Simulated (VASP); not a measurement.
Wanted: the native input for a VASP 6.6.1 run.

| Quantity | Value |
| --- | --- |
| Task | single point |
| Functional | PBE |
| Potentials or basis | VASP PAW PBE potentials, release 64 (Mo_sv) |
| Cutoff | 520 eV |
| k mesh | 22 × 22 × 22 |
| Occupations | gaussian, width 0.15 eV |
| Spin | no spin polarisation |
| Dipole correction | no |
| Further INCAR settings | ALGO = Normal; EDIFF = 1e-06; NBANDS = 13 |

The structure of Mo lies in POSCAR:

```
Mo
1.0
    0.0000000000      2.0010280217      2.0010280217
    2.0010280217      0.0000000000      2.0010280217
    2.0010280217      2.0010280217      0.0000000000
Mo
1
Direct
    0.0000000000      0.0000000000      0.0000000000
```

These files were run (other wordings do the same):

INCAR

```
SYSTEM = Mo
ALGO = Normal
EDIFF = 1E-6
ENCUT = 520
GGA = PE
ISIF = 2
ISMEAR = 0
LASPH = .True.
LCHARG = .False.
LREAL = .False.
LWAVE = .False.
NBANDS = 13
NELM = 100
PREC = Accurate
SIGMA = 0.15
```

KPOINTS

```
k-points
0
Gamma
  22 22 22
  0 0 0
```

Potentials or basis: VASP PAW PBE potentials, release 64 (Mo_sv).

The run is started by

```bash
$ cat potpaw_PBE.64/Mo_sv/POTCAR > POTCAR
$ mpirun -np 1 vasp_std > vasp.out
```

Results of the run:

```
Pressure               : 0.5 GPa
Band gap on the k mesh : zero (band 7 reaches 15.77 eV, above the bottom of band 8 at 11.07 eV)
```

Run time: 33 s on 1 thread of Intel(R) Xeon(R) Platinum 8259CL CPU @ 2.50GHz (Skylake/Cascade Lake), with other jobs on the host, peak memory 0.19 GiB.
